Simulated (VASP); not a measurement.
Wanted: the native input for a VASP 6.6.1 run.

```yaml
Task: single point
Functional: PBE
Potentials_or_basis: VASP PAW PBE potentials, release 64 (Gd)
Cutoff: 520 eV
k_mesh: 7 × 7 × 4
Occupations: fermi-dirac, width 0.1 eV
Spin: collinear spin, antiferromagnetic start
Starting_moments: "[7.0, -7.0] μB"
Hubbard_terms: Gd f U = 7.91 eV, J = 0.63 eV
Dipole_correction: no
LDAUTYPE: 1
Hund's_J: 0.63
Further_INCAR_settings: ALGO = Normal; EDIFF = 1e-06; NBANDS = 29
```

The structure of Gd lies in POSCAR:

```
Gd
1.0
    3.6465368500      0.0000000000      0.0000000000
   -1.8232684300      3.1579973800      0.0000000000
    0.0000000000      0.0000000000      5.8240087100
Gd
2
Direct
    0.3333300000      0.6666700000      0.2500000000
    0.6666600000      0.3333300000      0.7500000000
```

The input as run:

INCAR

```
SYSTEM = Gd
PREC = Accurate
ENCUT = 520
EDIFF = 1E-6
ISMEAR = -1
SIGMA = 0.1
LREAL = .False.
LASPH = .True.
NELM = 150
ALGO = Normal
ISIF = 2
LWAVE = .False.
LCHARG = .False.
ISPIN = 2
MAGMOM = 7 -7
LORBIT = 11
LMAXMIX = 6
LDAU = .True.
LDAUTYPE = 1
LDAUL = 3
LDAUU = 7.91
LDAUJ = 0.63
LDAUPRINT = 1
GGA = PE
NBANDS = 29
```

KPOINTS

```
regular mesh
0
Gamma
  7 7 4
  0 0 0
```

Potentials or basis: VASP PAW PBE potentials, release 64 (Gd).

Command:

```bash
$ cat potpaw_PBE.64/Gd/POTCAR > POTCAR
$ mpirun -np 1 vasp_std > vasp.out
```

Results of the run:

```yaml
Pressure: 0.2 GPa
Band_gap_on_the_k_mesh: zero (filled and empty bands overlap)
Net_moment: 0.00 μB per cell
Site_moments: Gd +7.06, -7.06 μB
Valence_electrons_inside_the_program's_atomic_spheres: Gd 15.18
```

Caveat: the antiferromagnetic order is the one typed at the start, and another may lie lower; spin-orbit coupling is left out, which moves the levels of the heavy elements.

It took 6.8 min on 1 thread of AMD EPYC 7R43 64-Core Processor (Zen 3), on a shared host, peak memory 0.28 GiB.
